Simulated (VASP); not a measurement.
# ZnS (P6_3mc) in VASP: a series of runs

The runs below take ZnS through single point, with PBE.

All numbers are computed with VASP 6.6.1; they aren't measurements. Logs are shortened: lines on timing, memory, paths and dates and some standing lists are left out, and cuts for length are marked.

## Step 1: The cell of the first run

Symmetry: P6_3mc, No. 186, hexagonal system. The conventional cell has a = 3.845 Å, b = 3.845 Å, c = 6.400 Å, α = 90.00°, β = 90.00°, γ = 120.00°. Zn (site symmetry 3m) has 4 S at 2.36 to 2.40 Å within 3.1 Å. S (site symmetry 3m) has 4 Zn at 2.36 to 2.40 Å within 3.1 Å.

## Step 2: Single point, PBE (strain +0.0150 x Voigt [0, 0, 1, 0, 0, 0])

File INCAR:

```
PREC = Accurate
ENCUT = 520
EDIFF = 1E-6
ISMEAR = 0
SIGMA = 0.05
LREAL = False
LASPH = True
NELM = 60
ALGO = Normal
ISIF = 2
LWAVE = False
LCHARG = False
GGA = PE
NBANDS = 26
```

File KPOINTS:

```
regular mesh
0
Gamma
  12 12 4
```

File POSCAR:

```
ZnS
1.0
    3.8454929889      0.0000000000      0.0000000000
   -1.9227464944      3.3302946184      0.0000000000
    0.0000000000      0.0000000000      6.3999133043
Zn S
2 2
Direct
    0.3333333333      0.6666666667      0.0052197899
    0.6666666667      0.3333333333      0.5052197899
    0.3333333333      0.6666666667      0.3797802101
    0.6666666667      0.3333333333      0.8797802101
```

Potentials or basis: VASP PAW PBE potentials, release 64 (Zn, S).

Launch:

```
> cat potpaw_PBE.64/Zn/POTCAR potpaw_PBE.64/S/POTCAR > POTCAR
> mpirun -np 1 vasp_std > vasp.out
```

OUTCAR:

```text
PREC = Accurate
   ENCUT = 520
   EDIFF = 1E-6
   ISMEAR = 0
   LREAL = False
   LASPH = True
   NELM = 60
   ISIF = 2
   GGA = PE

 ion  position               nearest neighbor table
   1  0.333  0.667  0.005-   4 2.36   4 2.36   4 2.36   3 2.40
   2  0.667  0.333  0.505-   3 2.36   3 2.36   3 2.36   4 2.40
   3  0.333  0.667  0.380-   2 2.36   2 2.36   2 2.36   1 2.40
   4  0.667  0.333  0.880-   1 2.36   1 2.36   1 2.36   2 2.40

  LATTYP: Found a hexagonal cell.
 ALAT       =     3.8454929889
 C/A-ratio  =     1.6642634177

  Lattice vectors:

 A1 = (   3.8454929889,   0.0000000000,   0.0000000000)
 A2 = (  -1.9227464944,   3.3302946184,   0.0000000000)
 A3 = (   0.0000000000,   0.0000000000,   6.3999133043)

Analysis of symmetry for initial positions (statically):
=====================================================================
 Subroutine PRICEL returns:
 Original cell was already a primitive cell.

 Routine SETGRP: Setting up the symmetry group for a
 hexagonal supercell.

 Subroutine GETGRP returns: Found 12 space group operations
 (whereof  6 operations were pure point group operations)
 out of a pool of 24 trial point group operations.

The static configuration has the point symmetry C_3v.
 The point group associated with its full space group is C_6v.

Analysis of symmetry for dynamics (positions and initial velocities):
=====================================================================
 Subroutine PRICEL returns:
 Original cell was already a primitive cell.

 Routine SETGRP: Setting up the symmetry group for a
 hexagonal supercell.

 Subroutine GETGRP returns: Found 12 space group operations
 (whereof  6 operations were pure point group operations)
 out of a pool of 24 trial point group operations.

The dynamic configuration has the point symmetry C_3v.
 The point group associated with its full space group is C_6v.

 Subroutine INISYM returns: Found 12 space group operations
 (whereof  6 operations are pure point group operations),
 and found     1 'primitive' translations

----------------------------------------------------------------------------------------

                                     Primitive cell

  volume of cell :      81.9613
[... 83 lines left out ...]
 SYSTEM =  unknown system
   PREC   = accura    normal or accurate (medium, high low for compatibility)
   ISTART =      0    job   : 0-new  1-cont  2-samecut
   ICHARG =      2    charge: 1-file 2-atom 10-const
   ISPIN  =      1    spin polarized calculation?
   LNONCOLLINEAR =      F non collinear calculations
   LSORBIT =      F    spin-orbit coupling
   LASPH  =      T    aspherical Exc in radial PAW
   ENCUT  =  520.0 eV  38.22 Ry    6.18 a.u.   7.15  7.15 11.90*2*pi/ulx,y,z
   NELM   =     60;   NELMIN=  2; NELMDL= -5     # of ELM steps
   EDIFF  = 0.1E-05   stopping-criterion for ELM
   LREAL  =      F    real-space projection
   EDIFFG = 0.1E-04   stopping-criterion for IOM
   NSW    =      0    number of steps for IOM
   IBRION =     -1    ionic relax: 0-MD 1-quasi-New 2-CG
   NFREE  =      0    steps in history (QN), initial steepest desc. (CG)
   ISIF   =      2    stress and relaxation
   ISYM   =      2    0-nonsym 1-usesym 2-fastsym
   POTIM  = 0.5000    time-step for ionic-motion
   TEBEG  =    0.0;   TEEND  =   0.0 temperature during run
   PSTRESS=    0.0 pullay stress
   NELECT =      36.0000    total number of electrons
   NUPDOWN=      -1.0000    fix difference up-down
   EMIN   =  10.00;   EMAX   =-10.00  energy-range for DOS
   EFERMI =   0.00;   METHOD = LEGACY
   ISMEAR =     0;   SIGMA  =   0.05  broadening in eV -4-tet -1-fermi 0-gaus
   EFERMI_NEDOS =   21; number of points for ismear=-14 and -15
   IALGO  =     38    algorithm
   IMIX   =      4    mixing-type and parameters
     AMIX     =   0.40;   BMIX     =  1.00
     AMIX_MAG =   1.60;   BMIX_MAG =  1.00
  volume/ion in A,a.u.               =      20.49       138.28
  Fermi-wavevector in a.u.,A,eV,Ry     =   1.244437  2.351644 21.070284  1.548622
  Thomas-Fermi vector in A             =   2.378703
   LORBIT       =      0    0 simple, 1 ext, 2 COOP (PROOUT), +10 PAW based schemes
   GGA     = PE    functional components
   LHFCALC =     F    Hartree Fock is set to
   AEXX    =    0.0000 exact exchange contribution
   IVDW    =     0    specifies the selected vdW correction
   LEPSILON=     F    determine dielectric tensor
   LRPA    =     F    only Hartree local field effects (RPA)
 non-spin polarized calculation
 Gauss-broadening in eV      SIGMA  =   0.05
  energy-cutoff  :      520.00
  volume of cell :       81.96
 maximum number of plane-waves:      2228
 NGX is ok and might be reduce to    30
   NGX = 15   NGY = 15   NGZ = 23

 number of electron      35.9999985 magnetization

 Free energy of the ion-electron system (eV)
  ---------------------------------------------------
  ext. energy  EPLUGINS =         0.00000000
  ---------------------------------------------------
  free energy    TOTEN  =       -13.68659285 eV

  energy without entropy =      -13.68659285  energy(sigma->0) =      -13.68659285

 E-fermi :   1.9932     XC(G=0):  -9.4473

 val. band max:        1.7951765447   @ k =   0.0000   0.0000   0.0000
 cond. band min:       3.7793742922   @ k =   0.0000   0.0000   0.0000
 fundamental gap:      1.9841977475
 Fermi energy:         1.9931646462

 k-point     1 :       0.0000    0.0000    0.0000
  band No.  band energies     occupation
      1     -11.1288      2.00000
      2     -10.2985      2.00000
      3      -4.4176      2.00000
      4      -4.4174      2.00000
      5      -4.4174      2.00000
      6      -4.3454      2.00000
[... 685 lines left out ...]
     25      10.4121      0.00000
     26      11.4790      0.00000

 [... further k-points ...]
[... 5 lines left out ...]
  --------------------------------------------------------------------------------------
  -------------------------------------------------------------------------------------
  Total       -0.1306414     -0.1306414     -1.0576901     -0.0000000     -0.0000000      0.0000000
  in kB       -2.5537743     -2.5537743    -20.6757006     -0.0000000     -0.0000000      0.0000000
  external PRESSURE =      -8.5944164 kB  Pullay stress =       0.0000000 kB

 VOLUME and BASIS-vectors are now :
 -----------------------------------------------------------------------------
  energy-cutoff  :      520.00
  volume of cell :       81.96
      direct lattice vectors                 reciprocal lattice vectors
     3.845492989  0.000000000  0.000000000     0.260044682  0.150136867  0.000000000
    -1.922746494  3.330294618  0.000000000     0.000000000  0.300273734  0.000000000
     0.000000000  0.000000000  6.399913304     0.000000000  0.000000000  0.156252117

 POSITION                                       TOTAL-FORCE (eV/Angst)
 -----------------------------------------------------------------------------------
     -0.00000      2.22020      0.03341         0.000000     -0.000000      0.068714
      1.92275      1.11010      3.23336        -0.000000      0.000000      0.068714
     -0.00000      2.22020      2.43056        -0.000000     -0.000000     -0.068714
      1.92275      1.11010      5.63052         0.000000      0.000000     -0.068714
 -----------------------------------------------------------------------------------
    total drift:                               -0.000000     -0.000000      0.000608

  FREE ENERGIE OF THE ION-ELECTRON SYSTEM (eV)
  ---------------------------------------------------
  free  energy   TOTEN  =       -13.6865928533 eV

  energy  without entropy=      -13.6865928532  energy(sigma->0) =      -13.68659285
```

OSZICAR:

```text
N       E                     dE             d eps       ncg     rms          rms(c)
DAV:   1     0.242916652587E+03    0.24292E+03   -0.17018E+04  2964   0.164E+03
DAV:   2     0.995771773806E+01   -0.23296E+03   -0.22242E+03  3086   0.346E+02
DAV:   3    -0.139622406450E+02   -0.23920E+02   -0.23686E+02  3596   0.110E+02
DAV:   4    -0.145342356871E+02   -0.57200E+00   -0.57075E+00  3442   0.172E+01
DAV:   5    -0.145432685153E+02   -0.90328E-02   -0.90306E-02  3616   0.212E+00    0.911E+00
DAV:   6    -0.136950255778E+02    0.84824E+00   -0.16333E+00  4480   0.361E+01    0.707E+00
DAV:   7    -0.136907752227E+02    0.42504E-02   -0.11382E+00  3160   0.622E+00    0.332E+00
DAV:   8    -0.136855557028E+02    0.52195E-02   -0.35320E-02  3722   0.194E+00    0.884E-01
DAV:   9    -0.136861918177E+02   -0.63611E-03   -0.77593E-03  4020   0.137E+00    0.214E-01
DAV:  10    -0.136863685869E+02   -0.17677E-03   -0.68013E-04  3378   0.318E-01    0.888E-02
DAV:  11    -0.136865911711E+02   -0.22258E-03   -0.37162E-04  3048   0.121E-01    0.569E-02
DAV:  12    -0.136865896356E+02    0.15355E-05   -0.10902E-05  3536   0.244E-02    0.114E-02
DAV:  13    -0.136865926090E+02   -0.29735E-05   -0.33240E-06  2806   0.111E-02    0.183E-03
DAV:  14    -0.136865928533E+02   -0.24421E-06   -0.55085E-07  2530   0.111E-02
   1 F= -.13686593E+02 E0= -.13686593E+02  d E =-.151845E-10
```

stdout:

```text
POSCAR found type information on POSCAR ZnS
 POSCAR found :  2 types and       4 ions
 scaLAPACK will be used
 LDA part: xc-table for (Slater+PW92), standard interpolation
 POSCAR, INCAR and KPOINTS ok, starting setup
 FFT: planning ... GRIDC
 FFT: planning ... GRID_SOFT
 FFT: planning ... GRID
 WAVECAR not read
 entering main loop
```

Wall time 2.2 min (1 thread of AMD EPYC 7R43 (Zen 3), shared host); peak memory 0.2 GiB.

What came out:

```
Free energy            : -13.6866 eV
Pressure               : -0.9 GPa
Largest force          : 0.069 eV/Å
Band gap on the k mesh : 1.98 eV, direct
```

Forces on the atoms (eV/Å):
```
Zn   0.000  0.000  0.069
Zn   0.000  0.000  0.069
S    0.000  0.000 -0.069
S    0.000  0.000 -0.069
```

Stress tensor (GPa, compression positive):
```
-0.26  0.00  0.00
 0.00 -0.26  0.00
 0.00  0.00 -2.07
```

Caveat: the cell differs from its parent crystal (strain +0.0150 x Voigt [0, 0, 1, 0, 0, 0]).

## Step 3: Single point, PBE (strain +0.0100 x Voigt [0, 0, 1, 0, 0, 0])

File INCAR:

```
SYSTEM = ZnS
PREC = Accurate ; ENCUT = 520
EDIFF = 1E-6 ; ISMEAR = 0
SIGMA = 0.05 ; LREAL = .False.
LASPH = .True. ; NELM = 100
ALGO = Normal ; ISIF = 2
LWAVE = .False. ; LCHARG = .True.
GGA = PE ; LELF = .True.
LVHAR = .True. ; NBANDS = 26
```

File KPOINTS:

```
regular mesh
0
Gamma
  12 12 4
  0 0 0
```

Edit POSCAR of step 2 so:

```diff
@@ -4,3 +4,3 @@
    -1.9227464944      3.3302946184      0.0000000000
-    0.0000000000      0.0000000000      6.3999133043
+    0.0000000000      0.0000000000      6.3683866377
 Zn S
```

Potentials or basis: VASP PAW PBE potentials, release 64 (Zn, S).

Launch:

```
> cat potpaw_PBE.64/Zn/POTCAR potpaw_PBE.64/S/POTCAR > POTCAR
> mpirun -np 1 vasp_std > vasp.out
```

Run time: 2.2 min. Hardware: 1 thread of AMD EPYC 7R43 (Zen 3), shared host; peak memory 0.21 GiB.

Results (log left out):

| Item | Value |
| --- | --- |
| Free energy | -13.6908 eV |
| Pressure | -0.5 GPa |
| Largest force | 0.049 eV/Å |
| Band gap on the k mesh | 2.02 eV, direct |

Forces on the atoms (eV/Å):
```
Zn   0.000  0.000  0.049
Zn   0.000  0.000  0.049
S    0.000  0.000 -0.049
S    0.000  0.000 -0.049
```

Stress tensor (GPa, compression positive):
```
-0.13  0.00  0.00
 0.00 -0.13  0.00
 0.00  0.00 -1.37
```

Levels at points of the mesh, in eV from the valence-band top:
| k point | band 15 | band 16 | band 17 | band 18 | band 19 | band 20 | band 21 | band 22 |
| --- | --- | --- | --- | --- | --- | --- | --- | --- |
| (0.00, 0.00, 0.00) | -0.81 | -0.10 | 0.00 | 0.00 | 2.02 | 3.09 | 6.37 | 6.37 |
| (0.50, 0.00, 0.00) | -3.10 | -2.09 | -1.59 | -0.85 | 3.72 | 4.12 | 5.10 | 6.96 |
| (0.00, 0.00, 0.50) | -0.42 | -0.42 | -0.42 | -0.42 | 3.47 | 3.47 | 6.67 | 6.67 |
| (0.50, 0.00, 0.50) | -1.58 | -1.58 | -1.51 | -1.51 | 3.51 | 3.51 | 5.22 | 5.22 |

Caveat: the cell differs from its parent crystal (strain +0.0100 x Voigt [0, 0, 1, 0, 0, 0]). A k mesh can miss the band edges.

(Continued in part 2 of 2.)
